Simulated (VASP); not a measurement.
Si2F: relaxation of cell and atoms with PBE

The system is Si2F.

```xyz
3
Lattice="4.1208 0.0000 0.0000 -2.0604 3.5687 0.0000 0.0000 0.0000 2.8772" Properties=species:S:1:pos:R:3 pbc="T T T"
Si    0.0000    2.3791    1.4386
Si    2.0604    1.1896    1.4386
F     0.0000    0.0000    0.0000
```

```
Program                : VASP 6.6.1
Task                   : relaxation of cell and atoms
Functional             : PBE
Potentials or basis    : VASP PAW PBE potentials, release 64 (Si, F)
Cutoff                 : 600 eV
k mesh                 : 12 × 12 × 16
Occupations            : gaussian, width 0.1 eV
Spin                   : no spin polarisation
Dipole correction      : no
Further INCAR settings : ALGO = Normal; EDIFF = 1e-06; IBRION = 2; EDIFFG = -0.01; NSW = 100; ISIF = 3
```

The relaxed volume is 13.86 Å³/atom and the relaxed cell is a = 4.156 Å, b = 4.156 Å, c = 2.779 Å, α = 90.00°, β = 90.00°, γ = 120.00°. The space group after relaxing (to 0.05 Å) is P6/mmm (No. 191). The energy gained by relaxing is 2.4 meV/atom. The ionic steps are 9 and the pressure after relaxing is 0.0 GPa.

Step by step:
```tsv
step	energy change (eV)	largest force (eV/Å)	pressure (GPa)	volume (Å³)
1	0.0000	0.0000	0.21	42.31
2	-0.0019	0.0000	-0.42	42.42
3	-0.0026	0.0000	-1.12	42.55
4	-0.0036	0.0000	-1.07	42.44
5	-0.0058	0.0000	-0.86	42.12
6	-0.0062	0.0000	-0.28	41.47
7	-0.0066	0.0000	-0.61	41.76
8	-0.0071	0.0000	-0.11	41.60
9	-0.0072	0.0000	-0.01	41.57
```

Final structure:
```
CELL_PARAMETERS angstrom
4.15571 0.00000 0.00000
-2.07785 3.59895 0.00000
0.00000 0.00000 2.77921
ATOMIC_POSITIONS crystal
Si 0.33333 0.66667 0.50000
Si 0.66667 0.33333 0.50000
F 0.00000 0.00000 0.00000
```

Levels at points of the mesh, in eV from the Fermi level:
```csv
k point,band 4,band 5,band 6,band 7,band 8,band 9,band 10,band 11
"(0.00, 0.00, 0.00)",-4.24,-2.45,-2.18,-2.18,-2.15,4.94,4.94,6.01
"(0.50, 0.00, 0.00)",-5.36,-2.38,-2.18,-0.59,1.02,6.62,6.86,7.59
"(0.00, 0.00, 0.50)",-3.37,-3.37,-2.78,0.07,0.07,1.80,2.77,4.50
"(0.50, 0.00, 0.50)",-5.36,-3.58,-2.69,-1.58,-0.94,-0.47,4.94,6.39
```

Run time: 2.1 min on 1 thread of Intel(R) Xeon(R) 6975P-C (Granite Rapids), on a shared host, peak memory 0.24 GiB.

Caveat: an odd number of electrons without spin polarisation forces a metal; a magnetic or distorted state may lie lower.
